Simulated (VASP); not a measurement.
# KTaO3 (P4/mmm) in VASP: further runs, part 3 of 3

VASP 6.6.1. The steps go on from the part before.

## Step 5: Single point, PBEsol

This run uses another cell than the first one, of 12.35 Å³/atom, 1.025 times its volume.

Contents of INCAR:

```
SYSTEM = KTaO3
PREC = Accurate
ENCUT = 520
EDIFF = 1E-7
ISMEAR = 0
SIGMA = 0.02
LREAL = .FALSE.
LASPH = .TRUE.
NELM = 80
ALGO = Normal
ISIF = 2
LWAVE = .FALSE.
LCHARG = .TRUE.
GGA = PS
LELF = .TRUE.
LVHAR = .TRUE.
NBANDS = 27
```

Contents of KPOINTS:

```
Automatic mesh
0
G
  8 8 8
  0 0 0
```

Contents of POSCAR:

```
KTaO3
1.0
    3.9258277923      0.0000000000      0.0000000000
    0.0000000000      3.9258277923      0.0000000000
    0.0000000000      0.0000000000      4.0064599175
K Ta O
1 1 3
Direct
    0.5000000000      0.5000000000      0.5000000000
    0.0000000000      0.0000000000      0.0000000000
    0.0000000000      0.5000000000      0.0000000000
    0.0000000000      0.0000000000      0.5000000000
    0.5000000000      0.0000000000      0.0000000000
```

Potentials or basis: VASP PAW PBE potentials, release 64 (K_sv, Ta_pv, O).

Started as:

```bash
$ cat potpaw_PBE.64/K_sv/POTCAR potpaw_PBE.64/Ta_pv/POTCAR potpaw_PBE.64/O/POTCAR > POTCAR
$ mpirun -np 1 vasp_std > vasp.out
```

OUTCAR:

```text
SYSTEM = KTaO3
   PREC = Accurate
   ENCUT = 520
   EDIFF = 1E-7
   ISMEAR = 0
   LREAL = .FALSE.
   LASPH = .TRUE.
   NELM = 80
   ISIF = 2
   GGA = PS

 ion  position               nearest neighbor table
   1  0.500  0.500  0.500-   4 2.78   4 2.78   4 2.78   4 2.78   5 2.80   3 2.80   5 2.80   5 2.80
                             3 2.80   5 2.80   3 2.80   3 2.80   2 3.42   2 3.42   2 3.42   2 3.42
   2  0.000  0.000  0.000-   3 1.96   5 1.96   3 1.96   5 1.96   4 2.00   4 2.00   1 3.42   1 3.42
                             1 3.42   1 3.42   1 3.42   1 3.42   1 3.42   1 3.42
   3  0.000  0.500  0.000-   2 1.96   2 1.96   1 2.80   1 2.80   1 2.80   1 2.80
   4  0.000  0.000  0.500-   2 2.00   2 2.00   1 2.78   1 2.78   1 2.78   1 2.78
   5  0.500  0.000  0.000-   2 1.96   2 1.96   1 2.80   1 2.80   1 2.80   1 2.80

  LATTYP: Found a simple tetragonal cell.
 ALAT       =     3.9258277923
 C/A-ratio  =     1.0205388849

  Lattice vectors:

 A1 = (   3.9258277923,   0.0000000000,   0.0000000000)
 A2 = (   0.0000000000,   3.9258277923,   0.0000000000)
 A3 = (   0.0000000000,   0.0000000000,   4.0064599175)

Analysis of symmetry for initial positions (statically):
=====================================================================
 Subroutine PRICEL returns:
 Original cell was already a primitive cell.

 Routine SETGRP: Setting up the symmetry group for a
 simple tetragonal supercell.

 Subroutine GETGRP returns: Found 16 space group operations
 (whereof 16 operations were pure point group operations)
 out of a pool of 16 trial point group operations.

The static configuration has the point symmetry D_4h.

Analysis of symmetry for dynamics (positions and initial velocities):
=====================================================================
 Subroutine PRICEL returns:
 Original cell was already a primitive cell.

 Routine SETGRP: Setting up the symmetry group for a
 simple tetragonal supercell.

 Subroutine GETGRP returns: Found 16 space group operations
 (whereof 16 operations were pure point group operations)
 out of a pool of 16 trial point group operations.

The dynamic configuration has the point symmetry D_4h.

 Subroutine INISYM returns: Found 16 space group operations
 (whereof 16 operations are pure point group operations),
 and found     1 'primitive' translations

----------------------------------------------------------------------------------------

                                     Primitive cell

  volume of cell :      61.7481

  direct lattice vectors                    reciprocal lattice vectors
     3.925827792  0.000000000  0.000000000     0.254723348  0.000000000  0.000000000
     0.000000000  3.925827792  0.000000000     0.000000000  0.254723348  0.000000000
     0.000000000  0.000000000  4.006459917     0.000000000  0.000000000  0.249596906

  length of vectors
     3.925827792  3.925827792  4.006459917     0.254723348  0.254723348  0.249596906

  position of ions in fractional coordinates (direct lattice)
     0.500000000  0.500000000  0.500000000
     0.000000000  0.000000000  0.000000000
     0.000000000  0.500000000  0.000000000
     0.000000000  0.000000000  0.500000000
     0.500000000  0.000000000  0.000000000
[... 33 lines left out ...]
 Found     75 irreducible k-points:

 Following reciprocal coordinates:
            Coordinates               Weight
  0.000000  0.000000  0.000000      1.000000
  0.125000  0.000000  0.000000      4.000000
  0.250000  0.000000  0.000000      4.000000
  0.375000  0.000000  0.000000      4.000000
  0.500000  0.000000  0.000000      2.000000
  0.125000  0.125000  0.000000      4.000000
[... 16 lines left out ...]
  0.375000  0.125000  0.125000     16.000000
  0.500000  0.125000  0.125000      8.000000
 [... further k-points ...]
   k-points           NKPTS =     75   k-points in BZ     NKDIM =     75   number of bands    NBANDS=     27
   number of dos      NEDOS =    301   number of ions     NIONS =      5
   total plane-waves  NPLWV =  27000
   dimension x,y,z NGX =    30 NGY =   30 NGZ =   30
   dimension x,y,z NGXF=    60 NGYF=   60 NGZF=   60
   ions per type =               1   1   3
   NGX,Y,Z   is equivalent  to a cutoff of  12.70, 12.70, 12.45 a.u.
   NGXF,Y,Z  is equivalent  to a cutoff of  25.41, 25.41, 24.90 a.u.
 SYSTEM =  KTaO3
   PREC   = accura    normal or accurate (medium, high low for compatibility)
   ISTART =      0    job   : 0-new  1-cont  2-samecut
   ICHARG =      2    charge: 1-file 2-atom 10-const
   ISPIN  =      1    spin polarized calculation?
   LNONCOLLINEAR =      F non collinear calculations
   LSORBIT =      F    spin-orbit coupling
   LASPH  =      T    aspherical Exc in radial PAW
   ENCUT  =  520.0 eV  38.22 Ry    6.18 a.u.   7.30  7.30  7.45*2*pi/ulx,y,z
   NELM   =     80;   NELMIN=  2; NELMDL= -5     # of ELM steps
   EDIFF  = 0.1E-06   stopping-criterion for ELM
   LREAL  =      F    real-space projection
   EDIFFG = 0.1E-05   stopping-criterion for IOM
   NSW    =      0    number of steps for IOM
   IBRION =     -1    ionic relax: 0-MD 1-quasi-New 2-CG
   NFREE  =      0    steps in history (QN), initial steepest desc. (CG)
   ISIF   =      2    stress and relaxation
   ISYM   =      2    0-nonsym 1-usesym 2-fastsym
   POTIM  = 0.5000    time-step for ionic-motion
   TEBEG  =    0.0;   TEEND  =   0.0 temperature during run
   PSTRESS=    0.0 pullay stress
   NELECT =      38.0000    total number of electrons
   NUPDOWN=      -1.0000    fix difference up-down
   EMIN   =  10.00;   EMAX   =-10.00  energy-range for DOS
   EFERMI =   0.00;   METHOD = LEGACY
   ISMEAR =     0;   SIGMA  =   0.02  broadening in eV -4-tet -1-fermi 0-gaus
   EFERMI_NEDOS =   21; number of points for ismear=-14 and -15
   IALGO  =     38    algorithm
   IMIX   =      4    mixing-type and parameters
     AMIX     =   0.40;   BMIX     =  1.00
     AMIX_MAG =   1.60;   BMIX_MAG =  1.00
  volume/ion in A,a.u.               =      12.35        83.34
  Fermi-wavevector in a.u.,A,eV,Ry     =   1.392499  2.631442 26.382429  1.939054
  Thomas-Fermi vector in A             =   2.516236
   LORBIT       =      0    0 simple, 1 ext, 2 COOP (PROOUT), +10 PAW based schemes
   GGA     = PS    functional components
   LHFCALC =     F    Hartree Fock is set to
   AEXX    =    0.0000 exact exchange contribution
   IVDW    =     0    specifies the selected vdW correction
   LEPSILON=     F    determine dielectric tensor
   LRPA    =     F    only Hartree local field effects (RPA)
 non-spin polarized calculation
 Gauss-broadening in eV      SIGMA  =   0.02
  energy-cutoff  :      520.00
  volume of cell :       61.75
 maximum number of plane-waves:      1687
 NGX is ok and might be reduce to    30
   NGX = 15   NGY = 15   NGZ = 15

 number of electron      37.9999990 magnetization

 Free energy of the ion-electron system (eV)
  ---------------------------------------------------
  ext. energy  EPLUGINS =         0.00000000
  ---------------------------------------------------
  free energy    TOTEN  =       -42.86366981 eV

  energy without entropy =      -42.86366981  energy(sigma->0) =      -42.86366981

 E-fermi :   2.0007     XC(G=0): -11.2825

 val. band max:        1.8597122429   @ k =   0.5000   0.5000   0.5000
 cond. band min:       3.9793709374   @ k =   0.0000   0.0000   0.0000
 fundamental gap:      2.1196586946
 Fermi energy:         2.0007391385

 k-point     1 :       0.0000    0.0000    0.0000
  band No.  band energies     occupation
      1     -32.1077      2.00000
      2     -32.1077      2.00000
      3     -32.0694      2.00000
      4     -25.2474      2.00000
      5     -15.7616      2.00000
      6     -15.1008      2.00000
[... 709 lines left out ...]
     26      11.6680      0.00000
     27      12.6148      0.00000

 [... further k-points ...]

------------------------ aborting loop because EDIFF is reached ----------------------------------------

  FORCE on cell =-STRESS in cart. coord.  units (eV):
  Direction    XX          YY          ZZ          XY          YZ          ZX
  --------------------------------------------------------------------------------------
  -------------------------------------------------------------------------------------
  Total        3.5197537      3.5197537      0.2897188      0.0000000      0.0000000      0.0000000
  in kB       91.3270784     91.3270784      7.5173354      0.0000000      0.0000000      0.0000000
  external PRESSURE =      63.3904974 kB  Pullay stress =       0.0000000 kB

 VOLUME and BASIS-vectors are now :
 -----------------------------------------------------------------------------
  energy-cutoff  :      520.00
  volume of cell :       61.75
      direct lattice vectors                 reciprocal lattice vectors
     3.925827792  0.000000000  0.000000000     0.254723348  0.000000000  0.000000000
     0.000000000  3.925827792  0.000000000     0.000000000  0.254723348  0.000000000
     0.000000000  0.000000000  4.006459917     0.000000000  0.000000000  0.249596906

 POSITION                                       TOTAL-FORCE (eV/Angst)
 -----------------------------------------------------------------------------------
      1.96291      1.96291      2.00323         0.000000      0.000000      0.000000
      0.00000      0.00000      0.00000         0.000000      0.000000      0.000000
      0.00000      1.96291      0.00000         0.000000      0.000000      0.000000
      0.00000      0.00000      2.00323         0.000000      0.000000      0.000000
      1.96291      0.00000      0.00000         0.000000      0.000000      0.000000
 -----------------------------------------------------------------------------------
    total drift:                                0.000000     -0.000000      0.000000

  FREE ENERGIE OF THE ION-ELECTRON SYSTEM (eV)
  ---------------------------------------------------
  free  energy   TOTEN  =       -42.8636698054 eV

  energy  without entropy=      -42.8636698054  energy(sigma->0) =      -42.86366981
```

OSZICAR:

```text
N       E                     dE             d eps       ncg     rms          rms(c)
DAV:   1     0.321842302127E+03    0.32184E+03   -0.20728E+04  4050   0.142E+03
DAV:   2    -0.314656523762E+02   -0.35331E+03   -0.34234E+03  4811   0.408E+02
DAV:   3    -0.499363752784E+02   -0.18471E+02   -0.18384E+02  5604   0.904E+01
DAV:   4    -0.505865087071E+02   -0.65013E+00   -0.64913E+00  6769   0.108E+01
DAV:   5    -0.505896895213E+02   -0.31808E-02   -0.31805E-02  5330   0.802E-01    0.358E+01
DAV:   6    -0.431239219711E+02    0.74658E+01   -0.30708E+01  4842   0.381E+01    0.142E+01
DAV:   7    -0.429432863271E+02    0.18064E+00   -0.15918E+00  5330   0.811E+00    0.976E+00
DAV:   8    -0.428787092303E+02    0.64577E-01   -0.33507E-01  4808   0.477E+00    0.260E+00
DAV:   9    -0.428649358483E+02    0.13773E-01   -0.28220E-02  5106   0.130E+00    0.346E-01
DAV:  10    -0.428636752771E+02    0.12606E-02   -0.10837E-02  5490   0.688E-01    0.830E-02
DAV:  11    -0.428636508225E+02    0.24455E-04   -0.77004E-04  5485   0.178E-01    0.286E-02
DAV:  12    -0.428636678920E+02   -0.17069E-04   -0.30014E-05  5758   0.445E-02    0.805E-03
DAV:  13    -0.428636700117E+02   -0.21197E-05   -0.33233E-06  5512   0.136E-02    0.556E-03
DAV:  14    -0.428636698756E+02    0.13606E-06   -0.95416E-07  5383   0.595E-03    0.303E-03
DAV:  15    -0.428636698054E+02    0.70225E-07   -0.64824E-08  3293   0.205E-03
   1 F= -.42863670E+02 E0= -.42863670E+02  d E =-.113244E-25
```

stdout:

```text
POSCAR found type information on POSCAR K TaO
 POSCAR found :  3 types and       5 ions
 scaLAPACK will be used
 -----------------------------------------------------------------------------
|                                                                             |
|                                                                             |
|     You enforced a specific xc type in the INCAR file but a different       |
|     I HOPE YOU KNOW WHAT YOU ARE DOING!                                     |
|                                                                             |
 -----------------------------------------------------------------------------

 LDA part: xc-table for (Slater+PW92), standard interpolation
 POSCAR, INCAR and KPOINTS ok, starting setup
 FFT: planning ... GRIDC
 FFT: planning ... GRID_SOFT
 FFT: planning ... GRID
 WAVECAR not read
 entering main loop
```

Run time: 3 min. Hardware: 1 thread of Intel Xeon 8259CL, shared host; peak memory 0.26 GiB.

What came out:

| Property | Result |
| --- | --- |
| Free energy | -42.8637 eV |
| Pressure | 6.3 GPa |
| Band gap on the k mesh | 2.12 eV, indirect (least direct gap 2.72 eV) |

Stress tensor (GPa, compression positive):
```
9.13 0.00 0.00
0.00 9.13 0.00
0.00 0.00 0.75
```

Caveat: the PAW data sets were made with another functional, which shifts forces and pressure a little; spin-orbit coupling is left out, which moves the levels of the heavy elements. A k mesh can miss the band edges.

## Step 6: Summary

```tsv
cell	gap on the mesh (eV)	pressure (GPa)
a = 3.866, b = 3.866, c = 4.029 Å, 5 atoms	2.14	13.0
a = 3.866, b = 3.866, c = 4.057 Å, 5 atoms	2.12	11.5
a = 3.926, b = 3.926, c = 4.006 Å, 5 atoms	2.12	6.3
```

Alike in all rows: task single point; level PBEsol; potentials or basis VASP PAW PBE potentials, release 64 (K_sv, Ta_pv, O); no spin polarisation; k mesh 8 × 8 × 8; cutoff (eV) 520; smearing gaussian 0.02 eV.

Caveats: the PAW data sets were made with another functional, which shifts forces and pressure a little; spin-orbit coupling is left out, which moves the levels of the heavy elements.

Total energies depend on the potentials used, so only differences within one code and one set of settings carry meaning.
